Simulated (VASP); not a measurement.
# Ti (P6_3/mmc) in VASP: further runs

Ti is run at these levels: PBE; tasks: single point.

All numbers are computed with VASP 6.6.1; they aren't measurements. Logs are shortened: lines on timing, memory, paths and dates and some standing lists are left out, and cuts for length are marked.

**1. The cell of the first run**

Symmetry: P6_3/mmc, No. 194, hexagonal system. The conventional cell has a = 3.069 Å, b = 3.069 Å, c = 4.454 Å, α = 90.00°, β = 90.00°, γ = 120.00°. Ti (site symmetry -6m2) has 12 Ti at 2.85 to 3.07 Å within 3.7 Å.

**2. Single point, PBE (strained)**

Input file INCAR:

```
SYSTEM = Ti
ALGO = Normal ; EDIFF = 1E-6
ENCUT = 500 ; GGA = PE
GGA_COMPAT = .FALSE. ; ISIF = 2
ISMEAR = 0 ; LASPH = .TRUE.
LCHARG = .FALSE. ; LREAL = .FALSE.
LWAVE = .FALSE. ; NBANDS = 19
NELM = 120 ; PREC = Accurate
SIGMA = 0.1
```

Input file KPOINTS:

```
k-points
0
G
  18 18 10
  0 0 0
```

Input file POSCAR:

```
Ti
1.0
    3.0692662739      0.0000000000      0.0000000000
   -1.5346331369      2.6580625642      0.0000000000
    0.0000000000      0.0000000000      4.4537149800
Ti
2
Direct
    0.3333333333      0.6666666667      0.2500000000
    0.6666666667      0.3333333333      0.7500000000
```

Potentials or basis: VASP PAW PBE potentials, release 64 (Ti_sv).

Started as:

```console
$ cat potpaw_PBE.64/Ti_sv/POTCAR > POTCAR
$ mpirun -np 1 vasp_std > vasp.out
```

OUTCAR:

```text
SYSTEM = Ti
   EDIFF = 1E-6
   ENCUT = 500
   GGA = PE
   ISIF = 2
   ISMEAR = 0
   LASPH = .TRUE.
   LREAL = .FALSE.
   NELM = 120
   PREC = Accurate

 ion  position               nearest neighbor table
   1  0.333  0.667  0.250-   2 2.85   2 2.85   2 2.85   2 2.85   2 2.85   2 2.85
   2  0.667  0.333  0.750-   1 2.85   1 2.85   1 2.85   1 2.85   1 2.85   1 2.85

  LATTYP: Found a hexagonal cell.
 ALAT       =     3.0692662739
 C/A-ratio  =     1.4510682953

  Lattice vectors:

 A1 = (   3.0692662739,   0.0000000000,   0.0000000000)
 A2 = (  -1.5346331369,   2.6580625642,   0.0000000000)
 A3 = (   0.0000000000,   0.0000000000,   4.4537149800)

Analysis of symmetry for initial positions (statically):
=====================================================================
 Subroutine PRICEL returns:
 Original cell was already a primitive cell.

 Routine SETGRP: Setting up the symmetry group for a
 hexagonal supercell.

 Subroutine GETGRP returns: Found 24 space group operations
 (whereof 12 operations were pure point group operations)
 out of a pool of 24 trial point group operations.

The static configuration has the point symmetry D_3d.
 The point group associated with its full space group is D_6h.

Analysis of symmetry for dynamics (positions and initial velocities):
=====================================================================
 Subroutine PRICEL returns:
 Original cell was already a primitive cell.

 Routine SETGRP: Setting up the symmetry group for a
 hexagonal supercell.

 Subroutine GETGRP returns: Found 24 space group operations
 (whereof 12 operations were pure point group operations)
 out of a pool of 24 trial point group operations.

The dynamic configuration has the point symmetry D_3d.
 The point group associated with its full space group is D_6h.

 Subroutine INISYM returns: Found 24 space group operations
 (whereof 12 operations are pure point group operations),
 and found     1 'primitive' translations

----------------------------------------------------------------------------------------

                                     Primitive cell

  volume of cell :      36.3348

  direct lattice vectors                    reciprocal lattice vectors
     3.069266274  0.000000000  0.000000000     0.325810767  0.188106934  0.000000000
    -1.534633137  2.658062564  0.000000000     0.000000000  0.376213869  0.000000000
     0.000000000  0.000000000  4.453714980     0.000000000  0.000000000  0.224531656

  length of vectors
     3.069266274  3.069266274  4.453714980     0.376213869  0.376213869  0.224531656

  position of ions in fractional coordinates (direct lattice)
     0.333333333  0.666666667  0.250000000
     0.666666667  0.333333333  0.750000000

  ion indices of the primitive-cell ions
   primitive index   ion index
                 1           1
                 2           2

----------------------------------------------------------------------------------------

 KPOINTS: k-points

Automatic generation of k-mesh.
 Grid dimensions read from file:
 generate k-points for:   18   18   10

 Generating k-lattice:

  Cartesian coordinates                     Fractional coordinates (reciprocal lattice)
     0.018100598  0.010450385  0.000000000     0.055555556  0.000000000  0.000000000
     0.000000000  0.020900770  0.000000000     0.000000000  0.055555556  0.000000000
     0.000000000  0.000000000  0.022453166     0.000000000  0.000000000  0.100000000

  Length of vectors
     0.020900770  0.020900770  0.022453166

  Shift w.r.t. Gamma in fractional coordinates (k-lattice)
     0.000000000  0.000000000  0.000000000

 Subroutine IBZKPT returns following result:
 ===========================================

 Found    222 irreducible k-points:

 Following reciprocal coordinates:
            Coordinates               Weight
  0.000000  0.000000  0.000000      1.000000
  0.055556  0.000000  0.000000      6.000000
  0.111111  0.000000  0.000000      6.000000
  0.166667  0.000000  0.000000      6.000000
  0.222222  0.000000  0.000000      6.000000
  0.277778  0.000000  0.000000      6.000000
[... 16 lines left out ...]
  0.333333  0.111111  0.000000     12.000000
  0.388889  0.111111  0.000000     12.000000
 [... further k-points ...]
   k-points           NKPTS =    222   k-points in BZ     NKDIM =    222   number of bands    NBANDS=     19
   number of dos      NEDOS =    301   number of ions     NIONS =      2
   total plane-waves  NPLWV =  18432
   dimension x,y,z NGX =    24 NGY =   24 NGZ =   32
   dimension x,y,z NGXF=    48 NGYF=   48 NGZF=   64
   ions per type =               2
   NGX,Y,Z   is equivalent  to a cutoff of  13.00, 13.00, 11.94 a.u.
   NGXF,Y,Z  is equivalent  to a cutoff of  26.00, 26.00, 23.89 a.u.
 SYSTEM =  Ti
   PREC   = accura    normal or accurate (medium, high low for compatibility)
   ISTART =      0    job   : 0-new  1-cont  2-samecut
   ICHARG =      2    charge: 1-file 2-atom 10-const
   ISPIN  =      1    spin polarized calculation?
   LNONCOLLINEAR =      F non collinear calculations
   LSORBIT =      F    spin-orbit coupling
   LASPH  =      T    aspherical Exc in radial PAW
   ENCUT  =  500.0 eV  36.75 Ry    6.06 a.u.   5.60  5.60  8.12*2*pi/ulx,y,z
   NELM   =    120;   NELMIN=  2; NELMDL= -5     # of ELM steps
   EDIFF  = 0.1E-05   stopping-criterion for ELM
   LREAL  =      F    real-space projection
   EDIFFG = 0.1E-04   stopping-criterion for IOM
   NSW    =      0    number of steps for IOM
   IBRION =     -1    ionic relax: 0-MD 1-quasi-New 2-CG
   NFREE  =      0    steps in history (QN), initial steepest desc. (CG)
   ISIF   =      2    stress and relaxation
   ISYM   =      2    0-nonsym 1-usesym 2-fastsym
   POTIM  = 0.5000    time-step for ionic-motion
   TEBEG  =    0.0;   TEEND  =   0.0 temperature during run
   PSTRESS=    0.0 pullay stress
   NELECT =      24.0000    total number of electrons
   NUPDOWN=      -1.0000    fix difference up-down
   EMIN   =  10.00;   EMAX   =-10.00  energy-range for DOS
   EFERMI =   0.00;   METHOD = LEGACY
   ISMEAR =     0;   SIGMA  =   0.10  broadening in eV -4-tet -1-fermi 0-gaus
   EFERMI_NEDOS =   21; number of points for ismear=-14 and -15
   IALGO  =     38    algorithm
   IMIX   =      4    mixing-type and parameters
     AMIX     =   0.40;   BMIX     =  1.00
     AMIX_MAG =   1.60;   BMIX_MAG =  1.00
  volume/ion in A,a.u.               =      18.17       122.60
  Fermi-wavevector in a.u.,A,eV,Ry     =   1.425732  2.694243 27.656716  2.032711
  Thomas-Fermi vector in A             =   2.546085
   LORBIT       =      0    0 simple, 1 ext, 2 COOP (PROOUT), +10 PAW based schemes
   GGA     = PE    functional components
   LHFCALC =     F    Hartree Fock is set to
   AEXX    =    0.0000 exact exchange contribution
   IVDW    =     0    specifies the selected vdW correction
   LEPSILON=     F    determine dielectric tensor
   LRPA    =     F    only Hartree local field effects (RPA)
 non-spin polarized calculation
 Gauss-broadening in eV      SIGMA  =   0.10
  energy-cutoff  :      500.00
  volume of cell :       36.33
 maximum number of plane-waves:       952
 NGX is ok and might be reduce to    24
   NGX = 11   NGY = 11   NGZ = 17

 number of electron      23.9999990 magnetization

 Free energy of the ion-electron system (eV)
  ---------------------------------------------------
  ext. energy  EPLUGINS =         0.00000000
  ---------------------------------------------------
  free energy    TOTEN  =       -15.59694069 eV

  energy without entropy =      -15.58568146  energy(sigma->0) =      -15.59131108

 E-fermi :   7.8879     XC(G=0): -11.2816

 val. band max:        7.8822042867   @ k =   0.2222   0.2222   0.5000
 cond. band min:       7.8913234023   @ k =   0.1111   0.0556   0.0000
 fundamental gap:      0.0091191156
 Fermi energy:         7.8879157856

 k-point     1 :       0.0000    0.0000    0.0000
  band No.  band energies     occupation
      1     -49.0938      2.00000
      2     -48.9397      2.00000
      3     -25.6896      2.00000
      4     -25.1255      2.00000
      5     -25.1255      2.00000
      6     -24.9902      2.00000
[... 11 lines left out ...]
     18       9.3695      0.00000
     19      10.8304      0.00000

 k-point     2 :       0.0556    0.0000    0.0000
  band No.  band energies     occupation
      1     -49.0915      2.00000
      2     -48.9395      2.00000
      3     -25.6836      2.00000
      4     -25.1343      2.00000
      5     -25.1292      2.00000
      6     -24.9999      2.00000
[... 11 lines left out ...]
     18       9.3070      0.00000
     19      10.8607      0.00000

 k-point     3 :       0.1111    0.0000    0.0000
  band No.  band energies     occupation
      1     -49.0848      2.00000
      2     -48.9390      2.00000
      3     -25.6659      2.00000
      4     -25.1600      2.00000
      5     -25.1399      2.00000
      6     -25.0277      2.00000
[... 11 lines left out ...]
     18       9.4929      0.00000
     19      10.9397      0.00000

 k-point     4 :       0.1667    0.0000    0.0000
  band No.  band energies     occupation
      1     -49.0743      2.00000
      2     -48.9386      2.00000
      3     -25.6375      2.00000
      4     -25.1996      2.00000
      5     -25.1557      2.00000
      6     -25.0694      2.00000
[... 11 lines left out ...]
     18       9.7106      0.00000
     19      11.0422      0.00000

 k-point     5 :       0.2222    0.0000    0.0000
  band No.  band energies     occupation
      1     -49.0609      2.00000
      2     -48.9385      2.00000
      3     -25.6000      2.00000
      4     -25.2489      2.00000
      5     -25.1744      2.00000
      6     -25.1194      2.00000
[... 11 lines left out ...]
     18       9.9539      0.00000
     19      11.1464      0.00000
[... 334 lines left out ...]
      2     -48.9399      2.00000
      3     -25.5413      2.00000
      4     -25.2981      2.00000
      5     -25.2440      2.00000
      6     -25.1469      2.00000
[... 11 lines left out ...]
     18      10.4303      0.00000
     19      11.2392      0.00000

 k-point    22 :       0.2778    0.1111    0.0000
  band No.  band energies     occupation
      1     -49.0257      2.00000
      2     -48.9423      2.00000
      3     -25.4945      2.00000
      4     -25.3471      2.00000
      5     -25.2642      2.00000
      6     -25.1833      2.00000
[... 11 lines left out ...]
     18      10.7979      0.00000
     19      11.3017      0.00000

 k-point    23 :       0.3333    0.1111    0.0000
  band No.  band energies     occupation
      1     -49.0116      2.00000
      2     -48.9460      2.00000
      3     -25.4483      2.00000
      4     -25.3878      2.00000
      5     -25.2766      2.00000
      6     -25.2160      2.00000
[... 11 lines left out ...]
     18      11.2021      0.00000
     19      11.3470      0.00000

 k-point    24 :       0.3889    0.1111    0.0000
  band No.  band energies     occupation
      1     -49.0008      2.00000
      2     -48.9501      2.00000
      3     -25.4144      2.00000
      4     -25.4107      2.00000
      5     -25.2811      2.00000
      6     -25.2408      2.00000
[... 11 lines left out ...]
     18      11.3741      0.00000
     19      11.6323      0.00000

 [... further k-points ...]
[... 5 lines left out ...]
  --------------------------------------------------------------------------------------
  -------------------------------------------------------------------------------------
  Total       -1.6192466     -1.6192466      0.2392350     -0.0000000      0.0000000      0.0000000
  in kB      -71.4005243    -71.4005243     10.5490446     -0.0000000      0.0000000      0.0000000
  external PRESSURE =     -44.0840013 kB  Pullay stress =       0.0000000 kB

 VOLUME and BASIS-vectors are now :
 -----------------------------------------------------------------------------
  energy-cutoff  :      500.00
  volume of cell :       36.33
      direct lattice vectors                 reciprocal lattice vectors
     3.069266274  0.000000000  0.000000000     0.325810767  0.188106934  0.000000000
    -1.534633137  2.658062564  0.000000000     0.000000000  0.376213869  0.000000000
     0.000000000  0.000000000  4.453714980     0.000000000  0.000000000  0.224531656

 POSITION                                       TOTAL-FORCE (eV/Angst)
 -----------------------------------------------------------------------------------
     -0.00000      1.77204      1.11343         0.000000      0.000000      0.000000
      1.53463      0.88602      3.34029        -0.000000     -0.000000      0.000000
 -----------------------------------------------------------------------------------
    total drift:                                0.000000     -0.000000      0.000000

  FREE ENERGIE OF THE ION-ELECTRON SYSTEM (eV)
  ---------------------------------------------------
  free  energy   TOTEN  =       -15.5969406928 eV

  energy  without entropy=      -15.5856814586  energy(sigma->0) =      -15.59131108
```

Run time: 2.4 min. Hardware: 1 thread of Intel Xeon 8259CL, shared host; peak memory 0.24 GiB.

What came out:

- Free energy: -15.5969 eV
- Pressure: -4.4 GPa
- Band gap on the k mesh: zero (band 12 reaches 8.62 eV, above the bottom of band 13 at 7.58 eV)

Stress tensor (GPa, compression positive):
```
-7.14  0.00  0.00
 0.00 -7.14  0.00
 0.00  0.00  1.05
```

Levels at points of the mesh, in eV from the Fermi level:
| k point | band 10 | band 11 | band 12 | band 13 | band 14 | band 15 |
| --- | --- | --- | --- | --- | --- | --- |
| (0.00, 0.00, 0.00) | -2.56 | 0.62 | 0.62 | 1.12 | 1.12 | 1.23 |
| (0.50, 0.00, 0.00) | -2.11 | -1.63 | -0.98 | 0.07 | 0.88 | 1.44 |
| (0.00, 0.00, 0.50) | -4.10 | 0.37 | 0.37 | 0.37 | 0.37 | 0.40 |
| (0.50, 0.00, 0.50) | -2.42 | -0.63 | -0.63 | 1.16 | 1.16 | 1.38 |

Caveat: the cell differs from its parent crystal (strained).

(Continued in part 2 of 2.)
